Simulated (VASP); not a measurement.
# Ba2TeAs: relaxation of cell and atoms with PBE

Crystal: Ba2TeAs.

```xyz
4
Lattice="5.8602 0.0000 0.0000 -2.9301 5.0751 0.0000 0.0000 0.0000 6.8237" Properties=species:S:1:pos:R:3 pbc="T T T"
Ba    0.0000    0.0000    0.0000
Ba    0.0000    3.3834    3.4118
Te    0.0000    3.3834    0.0000
As    0.0000    0.0000    3.4118
```

```
Program                : VASP 6.6.1
Task                   : relaxation of cell and atoms
Functional             : PBE
Potentials or basis    : VASP PAW PBE potentials, release 64 (Ba_sv, Te, As)
Cutoff                 : 600 eV
k mesh                 : 3 × 3 × 4
Occupations            : gaussian, width 0.1 eV
Spin                   : no spin polarisation
Dipole correction      : no
Further INCAR settings : ALGO = Normal; EDIFF = 1e-06; IBRION = 2; EDIFFG = -0.04; NSW = 90; ISIF = 3
```

* Relaxed volume: 50.86 Å³/atom
* Relaxed cell: a = 5.875 Å, b = 5.875 Å, c = 6.806 Å, α = 90.00°, β = 90.00°, γ = 120.00°
* Space group after relaxing (to 0.1 Å): P-6m2 (No. 187)
* Energy gained by relaxing: 0.3 meV/atom
* Ionic steps: 2
* Pressure after relaxing: 0.0 GPa
* Band gap on the k mesh: zero (an odd number of electrons rules out a gap without spin polarisation)

Stress tensor (GPa, compression positive):
```
 0.06  0.00  0.00
 0.00  0.06  0.00
 0.00  0.00 -0.08
```

The path:
| step | energy change (eV) | largest force (eV/Å) | pressure (GPa) | volume (Å³) |
| --- | --- | --- | --- | --- |
| 1 | 0.0000 | 0.0000 | 0.05 | 202.94 |
| 2 | -0.0011 | 0.0000 | 0.02 | 203.44 |

Final structure:
```
CELL_PARAMETERS angstrom
5.87511 0.00000 0.00000
-2.93756 5.08799 0.00000
0.00000 0.00000 6.80565
ATOMIC_POSITIONS crystal
Ba 0.00000 0.00000 0.00000
Ba 0.33333 0.66667 0.50000
Te 0.33333 0.66667 0.00000
As 0.00000 0.00000 0.50000
```

Levels at points of the mesh, in eV from the Fermi level:
```
           k point  band 13  band 14  band 15  band 16  band 17  band 18  band 19
(0.00, 0.00, 0.00)    -0.77    -0.31    -0.31     0.47     2.26     2.76     2.76
(0.00, 0.00, 0.50)    -1.31    -0.84    -0.45    -0.45     3.12     3.14     4.32
```

Run time: 87 s on 1 thread of Intel(R) Xeon(R) Platinum 8259CL CPU @ 2.50GHz (Skylake/Cascade Lake), on a shared host, peak memory 0.39 GiB.

Caveat: the k points lie up to 0.41 Å⁻¹ apart in the final cell, too coarse for converged energies and pressures of a metal; spin-orbit coupling is left out, which moves the levels of the heavy elements.
